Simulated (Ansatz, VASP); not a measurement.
OsCl3 in VASP and in Ansatz

```
CELL_PARAMETERS angstrom
4.88000 0.00000 0.00000
0.00000 4.88000 0.00000
0.00000 0.00000 4.88000
ATOMIC_POSITIONS crystal
Os 0.00000 0.00000 0.00000
Cl 0.50000 0.00000 0.00000
Cl 0.00000 0.00000 0.50000
Cl 0.00000 0.50000 0.00000
```

Alike in both runs: task single point; functional PBE; k mesh 3 × 3 × 3; occupations gaussian, width 0.05 eV; collinear spin; Hubbard terms Os d U = 2.0 eV.

```csv
,VASP,Ansatz
version,VASP 6.6.1,Ansatz 0.2.0
potentials or method,"VASP PAW PBE potentials, release 64 (Os, Cl), cutoff 520 eV","scalar-relativistic, plane waves, PAW"
valence electrons in the cell,29,37
```

```csv
,VASP,Ansatz,Ansatz less VASP
gap on the k mesh at the Fermi level (eV),none,none,-
pressure (GPa),-0.5,-0.6,-0.16
"traceless stress, the component that is largest in VASP (GPa)",0.00,-0.48,-0.475
net moment per atom (μB),0.73,0.73,0.000
size of the moment on the site where the two differ most (μB),2.58,2.00,-0.577
```

Site moments also hang on the region over which each program counts them. The programs project onto different local orbitals, so the same U acts differently, and such runs can settle in different states. A gap of «none» marks a metal or a gap that the smearing closes. VASP's potentials hold 29 valence electrons a cell and Ansatz's 37, so a difference there can come from the potentials and not from the codes. Ansatz's warnings: filled band counts differ across k points, reached outside group, stability check not made.

The k mesh is coarse, so the values compare programs but aren't converged. Neither program's run includes spin-orbit coupling.
